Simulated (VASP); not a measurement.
The system is Si3Ge.

```
Si Ge
1.0
     2.78395    0.00000    0.00000
    -1.39198    2.41097    0.00000
     0.00000    0.00000    9.66511
Si Ge
3 1
Direct
  0.66667 0.33333 0.25000
  0.66667 0.33333 0.75000
  0.33333 0.66667 0.50000
  0.33333 0.66667 0.00000
```

```yaml
Program: VASP 6.6.1
Task: relaxation of cell and atoms
Functional: PBE
Potentials_or_basis: VASP PAW PBE potentials, release 64 (Si, Ge_d)
Cutoff: 500 eV
k_mesh: 6 × 6 × 2
Occupations: gaussian, width 0.1 eV
Spin: no spin polarisation
```

At the start: pressure -0.8 GPa; volume 16.22 Å³/atom.

**Question.** How do energy, volume and symmetry change on relaxing?

**Answer.** Over 13 steps the energy falls by 71.0 meV/atom and the volume is 15.86 Å³/atom (-2.2 %); space group P-6m2 (No. 187, to 0.05 Å).

Step by step:
| step | energy change (eV) | largest force (eV/Å) | pressure (GPa) | volume (Å³) |
| --- | --- | --- | --- | --- |
| 1 | 0.0000 | 0.4892 | -0.77 | 64.87 |
| 2 | -0.1686 | 0.4961 | -0.86 | 64.07 |
| 3 | -0.1614 | 0.4225 | 0.59 | 63.00 |
| 4 | -0.2131 | 0.4817 | -0.60 | 63.57 |
| 5 | -0.2385 | 0.3578 | 0.31 | 62.86 |
| 6 | -0.2540 | 0.1504 | 1.98 | 61.76 |
| 7 | -0.2712 | 0.1497 | 0.74 | 62.65 |
| 8 | -0.2803 | 0.1376 | -0.22 | 63.56 |
| 9 | -0.2806 | 0.0959 | -0.65 | 63.98 |
| 10 | -0.2808 | 0.1142 | -0.48 | 63.80 |
| 11 | -0.2835 | 0.0227 | -0.39 | 63.79 |
| 12 | -0.2836 | 0.0029 | -0.37 | 63.79 |
| 13 | -0.2840 | 0.0017 | 0.03 | 63.44 |

Final structure:
```
Si Ge
1.0
     2.82647    0.00000    0.00000
    -1.41324    2.44780    0.00000
     0.00000    0.00000    9.16981
Si Ge
3 1
Direct
  0.66667 0.33333 0.27039
  0.66667 0.33333 0.72961
  0.33333 0.66667 0.50000
  0.33333 0.66667 0.00000
```

Caveat: the k points lie up to 0.43 Å⁻¹ apart in the final cell.
